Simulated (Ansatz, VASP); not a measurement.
## TaGe4Pt in VASP and in Ansatz

File INCAR:

```
  ALGO = Normal
  EDIFF = 1E-6
  EDIFFG = -0.08
  ENCUT = 600
  GGA = PE
  IBRION = 2
  ISIF = 3
  ISMEAR = 0
  LASPH = T
  LCHARG = F
  LREAL = F
  LWAVE = F
  NELM = 60
  NSW = 36
  PREC = Accurate
  SIGMA = 0.2
```

KPOINTS

```
k-points
0
Gamma
  5 5 3
```

File POSCAR:

```
TaGe4Pt
1.0
    4.6750000000     -1.6100000000      0.0000000000
    4.6750000000      1.6100000000      0.0000000000
   -3.8979986800      0.0000000000      6.9746474000
Ta Ge Pt
1 4 1
Direct
    0.1570000000      0.1570000000      0.1960000000
    0.4060000000      0.4060000000      0.1070000000
    0.1400000000      0.1400000000      0.5260000000
    0.8600000000      0.8600000000      0.4740000000
    0.5940000000      0.5940000000      0.8930000000
    0.8430000000      0.8430000000      0.8040000000
```

Input for Ansatz:

```yaml
crystal:
  lattice:
    - [4.675, -1.61, 0.0]
    - [4.675, 1.61, 0.0]
    - [-3.89799868, 0.0, 6.9746474]
  atoms:
    - { symbol: Ta, position: [0.157, 0.157, 0.196] }
    - { symbol: Ge, position: [0.406, 0.406, 0.107] }
    - { symbol: Ge, position: [0.14, 0.14, 0.526] }
    - { symbol: Ge, position: [0.86, 0.86, 0.474] }
    - { symbol: Ge, position: [0.594, 0.594, 0.893] }
    - { symbol: Pt, position: [0.843, 0.843, 0.804] }
basis:
  ecutwfc: 420
kpoints:
  mp_grid: { grid: [5, 5, 3] }
hamiltonian:
  xc: pbe
scf:
  occupations: { method: gaussian, width: 0.2 }
  lower_state_search: "off"
output:
  forces: true
  stress: true
  eigenvalues: true
relax:
  adjacent_minimum: "off"
  f_tol: 0.08
  max_steps: 16
  cell: { stress_tol: 0.8 }
```

Alike in both runs: task relaxation of cell and atoms; functional PBE; k mesh 5 × 5 × 3; occupations gaussian, width 0.2 eV; no spin polarisation.

```csv
,VASP,Ansatz
version,VASP 6.6.1,Ansatz 0.2.0
potentials or method,"VASP PAW PBE potentials, release 64 (Ta_pv, Ge_d, Pt), cutoff 600 eV","scalar-relativistic, plane waves, PAW"
valence electrons in the cell,77,87
```

```csv
,VASP,Ansatz,Ansatz less VASP
"gap on the k mesh at the Fermi level, each at its own relaxed structure (eV)",none,none,-
relaxed volume (Å³/atom),17.75,17.71,-0.040
relaxed cell length with the largest relative difference (Å),4.993,4.980,-0.0127
```

A gap of «none» marks a metal or a gap that the smearing closes. VASP's potentials hold 77 valence electrons a cell and Ansatz's 87, so a difference there can come from the potentials and not from the codes.

The k mesh is coarse, so the values compare programs but aren't converged. Spin-orbit coupling is off throughout.
